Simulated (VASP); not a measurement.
Set up this calculation in VASP 6.6.1, as the native input.

- Task: single point
- Functional: PBE
- Potentials or basis: VASP PAW PBE potentials, release 64 (K_sv, Zn, F)
- Cutoff: 520 eV
- k mesh: 6 × 6 × 6
- Occupations: fermi-dirac, width 0.02 eV
- Spin: no spin polarisation
- Dipole correction: no
- Further INCAR settings: ALGO = Normal; EDIFF = 1e-07; NBANDS = 29

The structure of KZnF3 lies in POSCAR:

```
KZnF3
1.0
    4.0461640901      0.0000000000      0.0000000000
    0.0000000000      4.0461640901      0.0000000000
    0.0000000000      0.0000000000      4.0461640901
K Zn F
1 1 3
Direct
    0.0000000000      0.0000000000      0.0000000000
    0.5000000000      0.5000000000      0.5000000000
    0.5000000000      0.5000000000      0.0000000000
    0.0000000000      0.5000000000      0.5000000000
    0.5000000000      0.0000000000      0.5000000000
```

The input as run:

INCAR

```
PREC = Accurate
ENCUT = 520
EDIFF = 1E-7
ISMEAR = -1
SIGMA = 0.02
LREAL = False
LASPH = True
NELM = 60
ALGO = Normal
ISIF = 2
LWAVE = False
LCHARG = False
GGA = PE
NBANDS = 29
```

KPOINTS

```
regular mesh
0
Gamma
  6 6 6
```

Potentials or basis: VASP PAW PBE potentials, release 64 (K_sv, Zn, F).

Command:

```bash
$ cat potpaw_PBE.64/K_sv/POTCAR potpaw_PBE.64/Zn/POTCAR potpaw_PBE.64/F/POTCAR > POTCAR
$ mpirun -np 1 vasp_std > vasp.out
```

It gave:

* Pressure: 5.2 GPa
* Band gap on the k mesh: 3.80 eV, indirect (least direct gap 5.67 eV)

Wall time 21 s on 1 thread of Intel(R) Xeon(R) 6975P-C (Granite Rapids), with other jobs on the host, peak memory 0.18 GiB.
